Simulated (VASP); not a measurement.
Set up this calculation in VASP 6.6.1, as the native input.

| Quantity | Value |
| --- | --- |
| Task | single point |
| Functional | PBE |
| Potentials or basis | VASP PAW PBE potentials, release 64 (Si, Bi_d, S) |
| Cutoff | 520 eV |
| k mesh | 6 × 6 × 4 |
| Occupations | gaussian, width 0.1 eV |
| Spin | no spin polarisation |
| Dipole correction | no |
| Further INCAR settings | ALGO = Normal; EDIFF = 1e-06; NBANDS = 20 |

The structure of SiBiS lies in POSCAR:

```
SiBiS
1.0
    3.2636911489      0.0000000000      0.0000000000
    0.0000000000      3.2636911489      0.0000000000
    0.0000000000      0.0000000000      7.1084123380
Si Bi S
1 1 1
Direct
    0.0000000000      0.0000000000      0.9292487403
    0.0000000000      0.0000000000      0.5447824580
    0.5000000000      0.5000000000      0.0259688017
```

These files were run (other wordings do the same):

INCAR

```
SYSTEM = SiBiS
  PREC = Accurate
  ENCUT = 520
  EDIFF = 1E-6
  ISMEAR = 0
  SIGMA = 0.1
  LREAL = .False.
  LASPH = .True.
  NELM = 60
  ALGO = Normal
  ISIF = 2
  LWAVE = .False.
  LCHARG = .True.
  GGA = PE
  LELF = .True.
  LVHAR = .True.
  NBANDS = 20
```

KPOINTS

```
Automatic mesh
0
Gamma
  6 6 4
  0 0 0
```

Potentials or basis: VASP PAW PBE potentials, release 64 (Si, Bi_d, S).

Run with:

```console
$ cat potpaw_PBE.64/Si/POTCAR potpaw_PBE.64/Bi_d/POTCAR potpaw_PBE.64/S/POTCAR > POTCAR
$ mpirun -np 1 vasp_std > vasp.out
```

It gave:

- Pressure: 0.6 GPa
- Largest force: 0.159 eV/Å
- Band gap on the k mesh: zero (an odd number of electrons rules out a gap without spin polarisation)

Caveat: spin-orbit coupling is left out, which moves the levels of the heavy elements.

Wall time 54 s on 1 thread of Intel Xeon 8259CL, with other jobs on the host, peak memory 0.2 GiB.
